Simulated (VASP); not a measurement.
Write the native input for VASP 6.6.1 that does the following.

```yaml
Task: single point
Functional: r2SCAN
Potentials_or_basis: VASP PAW PBE potentials, release 64 (Sr_sv, Al, H)
Cutoff: 520 eV
k_mesh: 5 × 5 × 5
Occupations: fermi-dirac, width 0.15 eV
Spin: no spin polarisation
Dipole_correction: no
Further_INCAR_settings: ALGO = Normal; EDIFF = 1e-07; NBANDS = 16
```

The system is SrAlH3.

```
Sr Al H
1.0
     4.58546    0.00000    0.00000
     0.00000    4.58546    0.00000
     0.00000    0.00000    4.58546
Sr Al H
1 1 3
Direct
  0.50000 0.50000 0.50000
  0.00000 0.00000 0.00000
  0.00000 0.50000 0.50000
  0.50000 0.00000 0.50000
  0.50000 0.50000 0.00000
```

These files were run (other wordings do the same):

POSCAR

```
SrAlH3
1.0
    4.5854620000      0.0000000000      0.0000000000
    0.0000000000      4.5854620000      0.0000000000
    0.0000000000      0.0000000000      4.5854620000
Sr Al H
1 1 3
Direct
    0.5000000000      0.5000000000      0.5000000000
    0.0000000000      0.0000000000      0.0000000000
    0.0000000000      0.5000000000      0.5000000000
    0.5000000000      0.0000000000      0.5000000000
    0.5000000000      0.5000000000      0.0000000000
```

INCAR.step1

```
PREC = Accurate
ENCUT = 520
ISMEAR = -1
SIGMA = 0.15
LREAL = False
LASPH = True
NELM = 80
NBANDS = 16
GGA = PE
ALGO = Normal
EDIFF = 1E-4
LWAVE = True
LCHARG = False
```

INCAR.step2

```
PREC = Accurate
ENCUT = 520
EDIFF = 1E-7
ISMEAR = -1
SIGMA = 0.15
LREAL = False
LASPH = True
NELM = 80
ALGO = Normal
ISIF = 2
LWAVE = False
LCHARG = False
METAGGA = R2SCAN
LMIXTAU = True
NBANDS = 16
ISTART = 1
```

KPOINTS

```
regular mesh
0
Gamma
  5 5 5
```

Potentials or basis: VASP PAW PBE potentials, release 64 (Sr_sv, Al, H).

Launch:

```console
$ cat potpaw_PBE.64/Sr_sv/POTCAR potpaw_PBE.64/Al/POTCAR potpaw_PBE.64/H/POTCAR > POTCAR
$ cp INCAR.step1 INCAR
$ mpirun -np 1 vasp_std > vasp.out
$ cp INCAR.step2 INCAR
$ mpirun -np 1 vasp_std > vasp.out
```

It gave:

- Pressure: 0.2 GPa
- Band gap on the k mesh: 0.75 eV, indirect (least direct gap 1.87 eV)

Caveat: the PAW data sets were made with another functional, which shifts forces and pressure a little.

Run time: 44 s on 1 thread of Intel(R) Xeon(R) Platinum 8488C (Sapphire Rapids) (shared host), peak memory 0.22 GiB.
